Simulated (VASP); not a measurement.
A run of VASP 6.6.1 is set up as follows.

File INCAR:

```
PREC = Accurate
ENCUT = 500
EDIFF = 1E-6
ISMEAR = -1
SIGMA = 0.03
LREAL = False
LASPH = True
NELM = 120
ALGO = Normal
ISIF = 2
LWAVE = False
LCHARG = False
GGA = PE
NBANDS = 19
GGA_COMPAT = False
```

The input KPOINTS:

```
Automatic mesh
0
Gamma
  10 10 10
```

POSCAR

```
K2S
1.0
    0.0000000000      3.7062821734      3.7062821734
    3.7062821734      0.0000000000      3.7062821734
    3.7062821734      3.7062821734      0.0000000000
S K
1 2
Direct
    0.0000000000      0.0000000000      0.0000000000
    0.2500000000      0.2500000000      0.2500000000
    0.7500000000      0.7500000000      0.7500000000
```

Potentials or basis: VASP PAW PBE potentials, release 64 (S, K_sv).

The run is started by

```console
$ cat potpaw_PBE.64/S/POTCAR potpaw_PBE.64/K_sv/POTCAR > POTCAR
$ mpirun -np 1 vasp_std > vasp.out
```

(1) What does it give for the pressure?

(2) Estimate the band gap on the k mesh.

Results:

(1) 0.4 GPa.

(2) 2.37 eV (least direct gap 2.56 eV).
